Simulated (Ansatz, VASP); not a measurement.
**Ba2TeS in VASP and in Ansatz**

POSCAR

```
Ba2TeS
1.0
    4.7926763298      0.0000000000      0.0000000000
    0.0000000000      4.7926763298      0.0000000000
    0.0000000000      0.0000000000      6.7839702371
S Ba Te
1 2 1
Direct
    0.0000000000      0.0000000000      0.0000000000
    0.0000000000      0.0000000000      0.5000000000
    0.5000000000      0.5000000000      0.0000000000
    0.5000000000      0.5000000000      0.5000000000
```

The input INCAR.step1:

```
  ALGO = Normal
  EDIFF = 1E-4
  ENCUT = 520
  GGA = PE
  ISMEAR = 0
  LASPH = T
  LCHARG = F
  LREAL = F
  LWAVE = T
  NBANDS = 24
  NELM = 100
  PREC = Accurate
  SIGMA = 0.01
```

File INCAR.step2:

```
  ALGO = Normal
  EDIFF = 1E-6
  ENCUT = 520
  ISIF = 2
  ISMEAR = 0
  ISTART = 1
  LASPH = T
  LCHARG = F
  LMIXTAU = T
  LREAL = F
  LWAVE = F
  METAGGA = R2SCAN
  NBANDS = 24
  NELM = 100
  PREC = Accurate
  SIGMA = 0.01
```

File KPOINTS:

```
k-points
0
Gamma
  4 4 2
```

Input for Ansatz:

```yaml
crystal:
  lattice:
    - [4.7926763298, 0.0, 0.0]
    - [0.0, 4.7926763298, 0.0]
    - [0.0, 0.0, 6.7839702371]
  atoms:
    - { symbol: S, position: [0.0, 0.0, 0.0] }
    - { symbol: Ba, position: [0.0, 0.0, 0.5] }
    - { symbol: Te, position: [0.5, 0.5, 0.5] }
    - { symbol: Ba, position: [0.5, 0.5, 0.0] }
kpoints:
  mp_grid: { grid: [4, 4, 2] }
hamiltonian:
  xc: r2scan
scf:
  occupations: { method: fixed }
output:
  optics:
    e_range: [0, 30]
    de: 0.1
    sigma: 0.4
    scissors: 0
    scheme: gaussian
    bands: { spectra_wanted_up_to: 30 }
```

Alike in both runs: task single point; functional r2SCAN; k mesh 4 × 4 × 2; no spin polarisation.

```csv
,VASP,Ansatz
version,VASP 6.6.1,Ansatz 0.2.0
potentials or method,"VASP PAW PBE potentials, release 64 (S, Ba_sv, Te)","plane waves, PAW"
plane-wave cutoff (eV),520,500
occupations,"gaussian, width 0.01 eV",fixed
valence electrons in the cell,32,42
```

```csv
,VASP,Ansatz,Ansatz less VASP
gap on the k mesh at the Fermi level (eV),2.05,2.13,+0.085
```

VASP's potentials were made for PBE, not for r2SCAN. VASP's potentials hold 32 valence electrons a cell and Ansatz's 42, so a difference there can come from the potentials and not from the codes.

The k mesh is coarse, so the values compare programs but aren't converged. Neither program's run includes spin-orbit coupling.
